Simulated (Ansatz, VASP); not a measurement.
B: VASP beside Ansatz

```xyz
12
Lattice="2.4205 1.3975 4.1313 -2.4205 1.3975 4.1313 0.0000 -2.7949 4.1313" Properties=species:S:1:pos:R:3 pbc="T T T"
B    -1.5584    0.8997    2.7897
B     0.0000   -1.7995    2.7897
B     1.5584    0.8997    2.7897
B     1.5584   -0.8997    9.6044
B    -1.5584   -0.8997    9.6044
B     0.0000    1.7995    9.6044
B    -0.9888    0.5709    4.4327
B     0.0000   -1.1417    4.4327
B     0.9888    0.5709    4.4327
B     0.9888   -0.5709    7.9613
B    -0.9888   -0.5709    7.9613
B     0.0000    1.1417    7.9613
```

Alike in both runs: functional LDA; k mesh 6 × 6 × 6; no spin polarisation.

Ansatz relaxed the structure, and its values are those at the end. VASP's run is a single point on that final structure, the one shown.

```csv
,VASP,Ansatz
version,VASP 6.6.1,Ansatz 0.2.0
potentials or method,"VASP PAW LDA potentials, release 64 (B)","scalar-relativistic, plane waves, PAW"
plane-wave cutoff (eV),500,420
occupations,"gaussian, width 0.01 eV",fixed
valence electrons in the cell,36,36
```

|  | VASP | Ansatz | Ansatz less VASP |
| --- | --- | --- | --- |
| pressure (GPa) | 0.3 | 0.0 | -0.35 |
| rms of the force components (eV/Å) | 0.010 | 0.000 | -0.0096 |

LDA's correlation is that of Perdew and Zunger in VASP and of Perdew and Wang (1992) in Ansatz.
